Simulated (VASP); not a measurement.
**Li: single point with PBEsol**

Li:

```
CELL_PARAMETERS angstrom
3.06082 0.00000 0.00000
-1.53041 2.65074 0.00000
0.00000 0.00000 5.26138
ATOMIC_POSITIONS crystal
Li 0.33333 0.66667 0.25000
Li 0.66667 0.33333 0.75000
```

This cell differs from its parent crystal: ratio of the length along z to the lengths across it x 1.05, volume and fractional coordinates fixed.

| Quantity | Value |
| --- | --- |
| Program | VASP 6.6.1 |
| Task | single point |
| Functional | PBEsol |
| Potentials or basis | VASP PAW PBE potentials, release 64 (Li_sv) |
| Cutoff | 520 eV |
| k mesh | 18 × 18 × 10 |
| Occupations | gaussian, width 0.15 eV |
| Spin | no spin polarisation |
| Dipole correction | no |
| Further INCAR settings | ALGO = Normal; EDIFF = 1e-06; NBANDS = 10 |

```json
{"Band gap on the k mesh": "zero (band 3 reaches 2.74 eV, above the bottom of band 4 at -1.98 eV)"}
```

Levels at points of the mesh, in eV from the Fermi level:
| k point | band 1 | band 2 | band 3 | band 4 | band 5 | band 6 |
| --- | --- | --- | --- | --- | --- | --- |
| (0.00, 0.00, 0.00) | -46.00 | -45.99 | -3.48 | -0.24 | 2.38 | 12.63 |
| (0.50, 0.00, 0.00) | -45.98 | -45.98 | 0.04 | 1.10 | 4.50 | 5.57 |
| (0.00, 0.00, 0.50) | -45.99 | -45.99 | -2.46 | -2.46 | 6.96 | 6.96 |
| (0.50, 0.00, 0.50) | -45.98 | -45.98 | 0.73 | 0.73 | 3.44 | 3.44 |

It took 110 s on 1 thread of AMD EPYC 7R13 Processor (Zen 3), with other jobs on the host, peak memory 0.17 GiB.
